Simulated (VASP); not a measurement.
Wanted: the native input for a VASP 6.6.1 run.

```yaml
Task: single point
Functional: PBE
Dispersion: D3(BJ)
Potentials_or_basis: VASP PAW PBE potentials, release 64 (Mo_sv, S)
Cutoff: 520 eV
k_mesh: 10 × 10 × 10
Occupations: fermi-dirac, width 0.05 eV
Spin: no spin polarisation
Dipole_correction: no
Further_INCAR_settings: ALGO = Normal; EDIFF = 1e-07; NBANDS = 20
```

The structure of MoS2 lies in POSCAR:

```
MoS2
1.0
    1.5693302908      0.9060532659      5.9668904636
   -1.5693302908      0.9060532659      5.9668904636
    0.0000000000     -1.8121065317      5.9668904636
Mo S
1 2
Direct
    0.0000000000      0.0000000000      0.0000000000
    0.2440143482      0.2440143482      0.2440143482
    0.7559856518      0.7559856518      0.7559856518
```

The input as run:

INCAR

```
SYSTEM = MoS2
PREC = Accurate
ENCUT = 520
EDIFF = 1E-7
ISMEAR = -1
SIGMA = 0.05
LREAL = .FALSE.
LASPH = .TRUE.
NELM = 100
ALGO = Normal
ISIF = 2
LWAVE = .FALSE.
LCHARG = .FALSE.
GGA = PE
IVDW = 12
NBANDS = 20
```

KPOINTS

```
regular mesh
0
G
  10 10 10
  0 0 0
```

Potentials or basis: VASP PAW PBE potentials, release 64 (Mo_sv, S).

Command:

```bash
$ cat potpaw_PBE.64/Mo_sv/POTCAR potpaw_PBE.64/S/POTCAR > POTCAR
$ mpirun -np 1 vasp_std > vasp.out
```

Results of the run:

- Pressure: -0.1 GPa
- Largest force: 0.011 eV/Å
- Band gap on the k mesh: zero (bands 13 and 14 overlap by 0.45 eV)
- Dispersion energy per atom: -0.448 eV

It took 2.5 min on 1 thread of Intel(R) Xeon(R) 6975P-C (Granite Rapids) (shared host), peak memory 0.4 GiB.
